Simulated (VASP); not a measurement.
# PtSe2 (P-3m1) in VASP: further runs, part 2 of 2

VASP 6.6.1.

### Step 4. Single point, PBE (strain -0.015 along x and y, -0.030 along z)

File INCAR:

```
SYSTEM = PtSe2
ALGO = Normal ; EDIFF = 1E-7
ENCUT = 520 ; GGA = PE
ISIF = 2 ; ISMEAR = 0
LASPH = .TRUE. ; LCHARG = .TRUE.
LELF = .TRUE. ; LREAL = .FALSE.
LVHAR = .TRUE. ; LWAVE = .FALSE.
NBANDS = 18 ; NELM = 100
PREC = Accurate ; SIGMA = 0.15
```

File KPOINTS:

```
k-points
0
G
  12 12 10
  0 0 0
```

File POSCAR:

```
PtSe2
1.0
    3.6681405955      0.0000000000      0.0000000000
   -1.8340702978      3.1767029404      0.0000000000
    0.0000000000      0.0000000000      4.9101400000
Pt Se
1 2
Direct
    0.0000000000      0.0000000000      0.0000000000
    0.3333333333      0.6666666667      0.2500000000
    0.6666666667      0.3333333333      0.7500000000
```

Potentials or basis: VASP PAW PBE potentials, release 64 (Pt, Se).

Run with:

```
$ cat potpaw_PBE.64/Pt/POTCAR potpaw_PBE.64/Se/POTCAR > POTCAR
$ mpirun -np 1 vasp_std > vasp.out
```

OUTCAR:

```text
SYSTEM = PtSe2
   EDIFF = 1E-7
   ENCUT = 520
   GGA = PE
   ISIF = 2
   ISMEAR = 0
   LASPH = .TRUE.
   LREAL = .FALSE.
   NELM = 100
   PREC = Accurate

 ion  position               nearest neighbor table
   1  0.000  0.000  0.000-   2 2.45   3 2.45   3 2.45   2 2.45   3 2.45   2 2.45
   2  0.333  0.667  0.250-   1 2.45   1 2.45   1 2.45
   3  0.667  0.333  0.750-   1 2.45   1 2.45   1 2.45

  LATTYP: Found a hexagonal cell.
 ALAT       =     3.6681405955
 C/A-ratio  =     1.3385910033

  Lattice vectors:

 A1 = (   3.6681405955,   0.0000000000,   0.0000000000)
 A2 = (  -1.8340702978,   3.1767029404,   0.0000000000)
 A3 = (   0.0000000000,   0.0000000000,   4.9101400000)

Analysis of symmetry for initial positions (statically):
=====================================================================
 Subroutine PRICEL returns:
 Original cell was already a primitive cell.

 Routine SETGRP: Setting up the symmetry group for a
 hexagonal supercell.

 Subroutine GETGRP returns: Found 12 space group operations
 (whereof 12 operations were pure point group operations)
 out of a pool of 24 trial point group operations.

The static configuration has the point symmetry D_3d.

Analysis of symmetry for dynamics (positions and initial velocities):
=====================================================================
 Subroutine PRICEL returns:
 Original cell was already a primitive cell.

 Routine SETGRP: Setting up the symmetry group for a
 hexagonal supercell.

 Subroutine GETGRP returns: Found 12 space group operations
 (whereof 12 operations were pure point group operations)
 out of a pool of 24 trial point group operations.

The dynamic configuration has the point symmetry D_3d.

 Subroutine INISYM returns: Found 12 space group operations
 (whereof 12 operations are pure point group operations),
 and found     1 'primitive' translations

----------------------------------------------------------------------------------------

                                     Primitive cell

  volume of cell :      57.2159

  direct lattice vectors                    reciprocal lattice vectors
     3.668140596  0.000000000  0.000000000     0.272617686  0.157395894  0.000000000
    -1.834070298  3.176702940  0.000000000     0.000000000  0.314791788  0.000000000
     0.000000000  0.000000000  4.910140000     0.000000000  0.000000000  0.203660181

  length of vectors
     3.668140596  3.668140596  4.910140000     0.314791788  0.314791788  0.203660181

  position of ions in fractional coordinates (direct lattice)
     0.000000000  0.000000000  0.000000000
     0.333333333  0.666666667  0.250000000
     0.666666667  0.333333333  0.750000000

  ion indices of the primitive-cell ions
   primitive index   ion index
                 1           1
                 2           2
                 3           3

----------------------------------------------------------------------------------------

 KPOINTS: k-points

Automatic generation of k-mesh.
 Grid dimensions read from file:
 generate k-points for:   12   12   10

 Generating k-lattice:

  Cartesian coordinates                     Fractional coordinates (reciprocal lattice)
     0.022718140  0.013116325  0.000000000     0.083333333  0.000000000  0.000000000
     0.000000000  0.026232649  0.000000000     0.000000000  0.083333333  0.000000000
     0.000000000  0.000000000  0.020366018     0.000000000  0.000000000  0.100000000

  Length of vectors
     0.026232649  0.026232649  0.020366018

  Shift w.r.t. Gamma in fractional coordinates (k-lattice)
     0.000000000  0.000000000  0.000000000

 Subroutine IBZKPT returns following result:
 ===========================================

 Found    162 irreducible k-points:

 Following reciprocal coordinates:
            Coordinates               Weight
  0.000000  0.000000  0.000000      1.000000
  0.083333  0.000000  0.000000      6.000000
  0.166667  0.000000  0.000000      6.000000
  0.250000  0.000000  0.000000      6.000000
  0.333333 -0.000000  0.000000      6.000000
  0.416667 -0.000000  0.000000      6.000000
[... 16 lines left out ...]
  0.166667  0.000000  0.100000      6.000000
  0.000000  0.166667  0.100000      6.000000
 [... further k-points ...]
   k-points           NKPTS =    162   k-points in BZ     NKDIM =    162   number of bands    NBANDS=     18
   number of dos      NEDOS =    301   number of ions     NIONS =      3
   total plane-waves  NPLWV =  31360
   dimension x,y,z NGX =    28 NGY =   28 NGZ =   40
   dimension x,y,z NGXF=    56 NGYF=   56 NGZF=   80
   ions per type =               1   2
   NGX,Y,Z   is equivalent  to a cutoff of  12.69, 12.69, 13.54 a.u.
   NGXF,Y,Z  is equivalent  to a cutoff of  25.38, 25.38, 27.09 a.u.
 SYSTEM =  PtSe2
   PREC   = accura    normal or accurate (medium, high low for compatibility)
   ISTART =      0    job   : 0-new  1-cont  2-samecut
   ICHARG =      2    charge: 1-file 2-atom 10-const
   ISPIN  =      1    spin polarized calculation?
   LNONCOLLINEAR =      F non collinear calculations
   LSORBIT =      F    spin-orbit coupling
   LASPH  =      T    aspherical Exc in radial PAW
   ENCUT  =  520.0 eV  38.22 Ry    6.18 a.u.   6.82  6.82  9.13*2*pi/ulx,y,z
   NELM   =    100;   NELMIN=  2; NELMDL= -5     # of ELM steps
   EDIFF  = 0.1E-06   stopping-criterion for ELM
   LREAL  =      F    real-space projection
   EDIFFG = 0.1E-05   stopping-criterion for IOM
   NSW    =      0    number of steps for IOM
   IBRION =     -1    ionic relax: 0-MD 1-quasi-New 2-CG
   NFREE  =      0    steps in history (QN), initial steepest desc. (CG)
   ISIF   =      2    stress and relaxation
   ISYM   =      2    0-nonsym 1-usesym 2-fastsym
   POTIM  = 0.5000    time-step for ionic-motion
   TEBEG  =    0.0;   TEEND  =   0.0 temperature during run
   PSTRESS=    0.0 pullay stress
   NELECT =      22.0000    total number of electrons
   NUPDOWN=      -1.0000    fix difference up-down
   EMIN   =  10.00;   EMAX   =-10.00  energy-range for DOS
   EFERMI =   0.00;   METHOD = LEGACY
   ISMEAR =     0;   SIGMA  =   0.15  broadening in eV -4-tet -1-fermi 0-gaus
   EFERMI_NEDOS =   21; number of points for ismear=-14 and -15
   IALGO  =     38    algorithm
   IMIX   =      4    mixing-type and parameters
     AMIX     =   0.40;   BMIX     =  1.00
     AMIX_MAG =   1.60;   BMIX_MAG =  1.00
  volume/ion in A,a.u.               =      19.07       128.70
  Fermi-wavevector in a.u.,A,eV,Ry     =   1.190447  2.249620 19.281703  1.417165
  Thomas-Fermi vector in A             =   2.326532
   LORBIT       =      0    0 simple, 1 ext, 2 COOP (PROOUT), +10 PAW based schemes
   GGA     = PE    functional components
   LHFCALC =     F    Hartree Fock is set to
   AEXX    =    0.0000 exact exchange contribution
   IVDW    =     0    specifies the selected vdW correction
   LEPSILON=     F    determine dielectric tensor
   LRPA    =     F    only Hartree local field effects (RPA)
 non-spin polarized calculation
 Gauss-broadening in eV      SIGMA  =   0.15
  energy-cutoff  :      520.00
  volume of cell :       57.22
 maximum number of plane-waves:      1556
   NGX = 13   NGY = 13   NGZ = 19

 number of electron      22.0000001 magnetization

 Free energy of the ion-electron system (eV)
  ---------------------------------------------------
  ext. energy  EPLUGINS =         0.00000000
  ---------------------------------------------------
  free energy    TOTEN  =       -13.93642795 eV

  energy without entropy =      -13.92931685  energy(sigma->0) =      -13.93287240

 E-fermi :   7.4350     XC(G=0): -10.9400

 val. band max:        7.4190566811   @ k =   0.0833   0.0000   0.1000
 cond. band min:       7.4349942266   @ k =   0.3333   0.3333   0.0000
 fundamental gap:      0.0159375456
 Fermi energy:         7.4349794635

 k-point     1 :       0.0000    0.0000    0.0000
  band No.  band energies     occupation
      1      -8.9024      2.00000
      2      -5.6344      2.00000
      3      -0.3209      2.00000
      4       0.3552      2.00000
      5       0.3552      2.00000
      6       3.0070      2.00000
[... 10 lines left out ...]
     17      14.5924      0.00000
     18      19.3580      0.00000
[... 463 lines left out ...]
 k-point    24 :       0.0000    0.1667    0.1000
  band No.  band energies     occupation
      1      -8.5307      2.00000
      2      -5.8954      2.00000
      3      -0.0108      2.00000
      4       0.5476      2.00000
      5       0.8148      2.00000
      6       2.4272      2.00000
[... 10 lines left out ...]
     17      15.9796      0.00000
     18      16.1525      0.00000

 [... further k-points ...]
[... 5 lines left out ...]
  --------------------------------------------------------------------------------------
  -------------------------------------------------------------------------------------
  Total        6.5933840      6.5933840      4.8904839     -0.0000000      0.0000000      0.0000000
  in kB      184.6300964    184.6300964    136.9449308     -0.0000000      0.0000000      0.0000000
  external PRESSURE =     168.7350412 kB  Pullay stress =       0.0000000 kB

 VOLUME and BASIS-vectors are now :
 -----------------------------------------------------------------------------
  energy-cutoff  :      520.00
  volume of cell :       57.22
      direct lattice vectors                 reciprocal lattice vectors
     3.668140596  0.000000000  0.000000000     0.272617686  0.157395894  0.000000000
    -1.834070298  3.176702940  0.000000000     0.000000000  0.314791788  0.000000000
     0.000000000  0.000000000  4.910140000     0.000000000  0.000000000  0.203660181

 POSITION                                       TOTAL-FORCE (eV/Angst)
 -----------------------------------------------------------------------------------
      0.00000      0.00000      0.00000        -0.000000      0.000000      0.000000
     -0.00000      2.11780      1.22754         0.000000     -0.000000      1.444650
      1.83407      1.05890      3.68261         0.000000      0.000000     -1.444650
 -----------------------------------------------------------------------------------
    total drift:                               -0.000000     -0.000000     -0.000000

  FREE ENERGIE OF THE ION-ELECTRON SYSTEM (eV)
  ---------------------------------------------------
  free  energy   TOTEN  =       -13.9364279465 eV

  energy  without entropy=      -13.9293168496  energy(sigma->0) =      -13.93287240
```

stdout:

```text
POSCAR found type information on POSCAR PtSe
 POSCAR found :  2 types and       3 ions
 scaLAPACK will be used
 LDA part: xc-table for (Slater+PW92), standard interpolation
 POSCAR, INCAR and KPOINTS ok, starting setup
 FFT: planning ... GRIDC
 FFT: planning ... GRID_SOFT
 FFT: planning ... GRID
 WAVECAR not read
 entering main loop
```

It took 2.7 min on 1 thread of AMD EPYC 7R43 (Zen 3), shared host; peak memory 0.27 GiB.

What came out:

```
Free energy            : -13.9364 eV
Pressure               : 16.9 GPa
Largest force          : 1.445 eV/Å
Band gap on the k mesh : zero (band 11 reaches 7.86 eV, above the bottom of band 12 at 7.43 eV)
```

Forces in eV/Å, atoms in the order of the input:
```
Pt   0.000  0.000  0.000
Se   0.000  0.000  1.445
Se   0.000  0.000 -1.445
```

Levels at points of the mesh, in eV from the Fermi level:
```csv
k point,band 8,band 9,band 10,band 11,band 12,band 13,band 14,band 15
"(0.00, 0.00, 0.00)",-2.76,-1.22,-1.22,0.42,1.48,1.48,3.36,4.58
"(0.50, 0.00, 0.00)",-3.95,-3.88,-3.78,-3.16,0.65,2.56,4.89,5.85
"(0.00, 0.00, 0.50)",-3.20,-1.70,-1.70,-1.69,2.48,2.48,4.74,6.60
"(0.50, 0.00, 0.50)",-3.86,-3.53,-3.17,-1.45,0.97,1.64,4.63,4.83
```

Caveat: the cell differs from its parent crystal (strain -0.015 along x and y, -0.030 along z); spin-orbit coupling is left out, which moves the levels of the heavy elements; forces of over 1 eV/Å act on the atoms, so gaps and moduli don't describe the material at rest.

### Step 5. Single point, PBE (strain -0.030 along x and y, +0.015 along z)

File INCAR:

```
SYSTEM = PtSe2
PREC = Accurate
ENCUT = 520
EDIFF = 1E-6
ISMEAR = 0
SIGMA = 0.15
LREAL = .FALSE.
LASPH = .TRUE.
NELM = 80
ALGO = Normal
ISIF = 2
LWAVE = .FALSE.
LCHARG = .FALSE.
GGA = PE
NBANDS = 18
```

File KPOINTS:

```
Automatic mesh
0
G
  12 12 10
  0 0 0
```

File POSCAR:

```
PtSe2
1.0
    3.6122805865      0.0000000000      0.0000000000
   -1.8061402932      3.1283267535      0.0000000000
    0.0000000000      0.0000000000      5.1379300000
Pt Se
1 2
Direct
    0.0000000000      0.0000000000      0.0000000000
    0.3333333333      0.6666666667      0.2500000000
    0.6666666667      0.3333333333      0.7500000000
```

Potentials or basis: VASP PAW PBE potentials, release 64 (Pt, Se).

Run with:

```
$ cat potpaw_PBE.64/Pt/POTCAR potpaw_PBE.64/Se/POTCAR > POTCAR
$ mpirun -np 1 vasp_std > vasp.out
```

OUTCAR:

```text
SYSTEM = PtSe2
   PREC = Accurate
   ENCUT = 520
   EDIFF = 1E-6
   ISMEAR = 0
   LREAL = .FALSE.
   LASPH = .TRUE.
   NELM = 80
   ISIF = 2
   GGA = PE

 ion  position               nearest neighbor table
   1  0.000  0.000  0.000-   2 2.45   3 2.45   2 2.45   3 2.45   3 2.45   2 2.45
   2  0.333  0.667  0.250-   1 2.45   1 2.45   1 2.45
   3  0.667  0.333  0.750-   1 2.45   1 2.45   1 2.45

  LATTYP: Found a hexagonal cell.
 ALAT       =     3.6122805865
 C/A-ratio  =     1.4223507496

  Lattice vectors:

 A1 = (   3.6122805865,   0.0000000000,   0.0000000000)
 A2 = (  -1.8061402932,   3.1283267535,   0.0000000000)
 A3 = (   0.0000000000,   0.0000000000,   5.1379300000)

Analysis of symmetry for initial positions (statically):
=====================================================================
 Subroutine PRICEL returns:
 Original cell was already a primitive cell.

 Routine SETGRP: Setting up the symmetry group for a
 hexagonal supercell.

 Subroutine GETGRP returns: Found 12 space group operations
 (whereof 12 operations were pure point group operations)
 out of a pool of 24 trial point group operations.

[... 159 lines left out ...]
  ext. energy  EPLUGINS =         0.00000000
  ---------------------------------------------------
  free energy    TOTEN  =       -13.93808673 eV

  energy without entropy =      -13.93240948  energy(sigma->0) =      -13.93524811

 E-fermi :   7.2116     XC(G=0): -10.8449

 val. band max:        7.1249892546   @ k =   0.0833   0.0000   0.1000
 cond. band min:       7.2231491190   @ k =   0.3333   0.3333   0.0000
 fundamental gap:      0.0981598643
 Fermi energy:         7.2116088597

 k-point     1 :       0.0000    0.0000    0.0000
  band No.  band energies     occupation
      1      -8.9554      2.00000
      2      -6.0318      2.00000
      3      -0.5401      2.00000
      4       0.3615      2.00000
      5       0.3615      2.00000
      6       2.8370      2.00000
[... 481 lines left out ...]
      5       0.6633      2.00000
      6       2.2642      2.00000
[... 10 lines left out ...]
     17      15.9316      0.00000
     18      15.9955      0.00000

 [... further k-points ...]
[... 5 lines left out ...]
  --------------------------------------------------------------------------------------
  -------------------------------------------------------------------------------------
  Total        6.8574911      6.8574911      4.2835320      0.0000000      0.0000000      0.0000000
  in kB      189.2317752    189.2317752    118.2036332      0.0000000      0.0000000      0.0000000
  external PRESSURE =     165.5557278 kB  Pullay stress =       0.0000000 kB

 VOLUME and BASIS-vectors are now :
 -----------------------------------------------------------------------------
  energy-cutoff  :      520.00
  volume of cell :       58.06
      direct lattice vectors                 reciprocal lattice vectors
     3.612280586  0.000000000  0.000000000     0.276833423  0.159829851  0.000000000
    -1.806140293  3.128326754  0.000000000     0.000000000  0.319659703  0.000000000
     0.000000000  0.000000000  5.137930000     0.000000000  0.000000000  0.194630912

 POSITION                                       TOTAL-FORCE (eV/Angst)
 -----------------------------------------------------------------------------------
      0.00000      0.00000      0.00000        -0.000000      0.000000      0.000000
     -0.00000      2.08555      1.28448         0.000000      0.000000      1.160925
      1.80614      1.04278      3.85345         0.000000     -0.000000     -1.160925
 -----------------------------------------------------------------------------------
    total drift:                               -0.000000     -0.000000     -0.000000

  FREE ENERGIE OF THE ION-ELECTRON SYSTEM (eV)
  ---------------------------------------------------
  free  energy   TOTEN  =       -13.9380867323 eV

  energy  without entropy=      -13.9324094791  energy(sigma->0) =      -13.93524811
```

OSZICAR:

```text
N       E                     dE             d eps       ncg     rms          rms(c)
DAV:   1     0.113116913203E+03    0.11312E+03   -0.10211E+04  5896   0.108E+03
DAV:   2    -0.947954543746E+01   -0.12260E+03   -0.11851E+03  7100   0.214E+02
DAV:   3    -0.147033747338E+02   -0.52238E+01   -0.51866E+01  7100   0.441E+01
DAV:   4    -0.147432576954E+02   -0.39883E-01   -0.39867E-01  7158   0.417E+00
DAV:   5    -0.147436605721E+02   -0.40288E-03   -0.40287E-03  7096   0.416E-01    0.149E+01
DAV:   6    -0.141089365922E+02    0.63472E+00   -0.36290E+00  6022   0.182E+01    0.863E+00
DAV:   7    -0.139626257496E+02    0.14631E+00   -0.71439E-01  5966   0.848E+00    0.440E+00
DAV:   8    -0.139391712689E+02    0.23454E-01   -0.40517E-02  6568   0.180E+00    0.786E-01
DAV:   9    -0.139379011156E+02    0.12702E-02   -0.65976E-03  6582   0.747E-01    0.151E-01
DAV:  10    -0.139380811038E+02   -0.17999E-03   -0.83257E-04  6940   0.217E-01    0.577E-02
DAV:  11    -0.139380824495E+02   -0.13457E-05   -0.47146E-05  7222   0.661E-02    0.270E-02
DAV:  12    -0.139380860745E+02   -0.36250E-05   -0.11911E-05  6300   0.248E-02    0.375E-03
DAV:  13    -0.139380867323E+02   -0.65782E-06   -0.86596E-07  5076   0.646E-03
   1 F= -.13938087E+02 E0= -.13935248E+02  d E =-.567725E-02
```

stdout:

```text
POSCAR found type information on POSCAR PtSe
 POSCAR found :  2 types and       3 ions
 scaLAPACK will be used
 LDA part: xc-table for (Slater+PW92), standard interpolation
 POSCAR, INCAR and KPOINTS ok, starting setup
 FFT: planning ... GRIDC
 FFT: planning ... GRID_SOFT
 FFT: planning ... GRID
 WAVECAR not read
 entering main loop
```

Wall time 2.5 min (1 thread of AMD EPYC 7R43 (Zen 3), shared host); peak memory 0.27 GiB.

What came out:

```yaml
Free_energy: -13.9381 eV
Pressure: 16.6 GPa
Largest_force: 1.161 eV/Å
Band_gap_on_the_k_mesh: zero (band 11 reaches 7.47 eV, above the bottom of band 12 at 7.22 eV)
```

Forces in eV/Å, atoms in the order of the input:
```
Pt   0.000  0.000  0.000
Se   0.000  0.000  1.161
Se   0.000  0.000 -1.161
```

Stress tensor (GPa, compression positive):
```
18.92  0.00  0.00
 0.00 18.92  0.00
 0.00  0.00 11.82
```

Caveat: the cell differs from its parent crystal (strain -0.030 along x and y, +0.015 along z); spin-orbit coupling is left out, which moves the levels of the heavy elements; forces of over 1 eV/Å act on the atoms, so gaps and moduli don't describe the material at rest.

### Step 6. Overview

| cell | gap on the mesh (eV) | pressure (GPa) | largest force (eV/Å) |
| --- | --- | --- | --- |
| a = 3.612, b = 3.612, c = 4.986 Å, angles 90.0, 90.0, 120.0°, 3 atoms | none | 21.3 | 1.68 |
| a = 3.612, b = 3.612, c = 5.062 Å, angles 90.0, 90.0, 120.0°, 3 atoms | none | 18.8 | 1.42 |
| a = 3.668, b = 3.668, c = 4.910 Å, angles 90.0, 90.0, 120.0°, 3 atoms | none | 16.9 | 1.44 |
| a = 3.612, b = 3.612, c = 5.138 Å, angles 90.0, 90.0, 120.0°, 3 atoms | none | 16.6 | 1.16 |

Alike in all rows: task single point; level PBE; potentials or basis VASP PAW PBE potentials, release 64 (Pt, Se); no spin polarisation; k mesh 12 × 12 × 10; cutoff (eV) 520; smearing gaussian 0.15 eV.

Caveats: spin-orbit coupling is left out, which moves the levels of the heavy elements; forces of over 1 eV/Å act on the atoms, so gaps and moduli don't describe the material at rest.

Absolute energies hang on the potentials; compare differences alone.
